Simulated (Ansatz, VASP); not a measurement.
**Br in VASP and in Ansatz**

```
Br
1.0
     4.59764    0.00000    0.00000
     0.00000    4.59764    0.00000
     0.00000    0.00000    4.59764
Br
3
Direct
  0.50000 0.00000 0.00000
  0.00000 0.50000 0.00000
  0.00000 0.00000 0.50000
```

Alike in both runs: task single point; functional LDA; k mesh 8 × 8 × 8; occupations fermi-dirac, width 0.1 eV; no spin polarisation.

|  | VASP | Ansatz |
| --- | --- | --- |
| version | VASP 6.6.1 | Ansatz 0.2.0 |
| potentials or method | VASP PAW LDA potentials, release 64 (Br), cutoff 520 eV | plane waves, PAW |
| valence electrons in the cell | 21 | 21 |

|  | VASP | Ansatz | Ansatz less VASP |
| --- | --- | --- | --- |
| pressure (GPa) | -3.9 | -3.9 | -0.03 |

LDA's correlation is that of Perdew and Zunger in VASP and of Perdew and Wang (1992) in Ansatz.
